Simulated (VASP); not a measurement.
A run of VASP 6.6.1 is set up as follows.

INCAR

```
PREC     = Accurate       # precision mode
ENCUT    = 520            # plane-wave cutoff, eV
EDIFF    = 1E-6           # SCF threshold, eV
ISMEAR   = 0              # smearing method
SIGMA    = 0.05           # smearing width, eV
LREAL    = F              # projectors in reciprocal space
LASPH    = T              # aspherical terms in the spheres
NELM     = 60             # most SCF steps
ALGO     = Normal         # electronic algorithm
ISIF     = 2              # what is computed and relaxed
LWAVE    = F              # write WAVECAR
LCHARG   = F              # write CHGCAR
GGA      = PE             # functional
NBANDS   = 16             # bands
```

File KPOINTS:

```
Automatic mesh
0
Gamma
  8 8 8
```

The input POSCAR:

```
AgCl
1.0
    0.0000000000      2.7731500000      2.7731500000
    2.7731500000      0.0000000000      2.7731500000
    2.7731500000      2.7731500000      0.0000000000
Ag Cl
1 1
Direct
    0.4954924905      0.4954924905      0.5045075095
    0.0000000000      0.0000000000      0.0000000000
```

Potentials or basis: VASP PAW PBE potentials, release 64 (Ag, Cl).

Launch:

```console
$ cat potpaw_PBE.64/Ag/POTCAR potpaw_PBE.64/Cl/POTCAR > POTCAR
$ mpirun -np 1 vasp_std > vasp.out
```

Problem. What does it give for the band gap on the k mesh?

Solution. 0.91 eV, indirect (least direct gap 3.17 eV).

Problem. Predict the largest force.

Solution. 0.028 eV/Å.

Forces on the atoms (eV/Å):
```
Ag   0.000  0.000  0.028
Cl   0.000  0.000 -0.028
```

Caveat: the cell differs from its parent crystal (all Ag atoms moved +0.025 Å, as atom 1 towards its neighbour atom 2 (Cl) at 2.773 Å). A k mesh can miss the band edges.
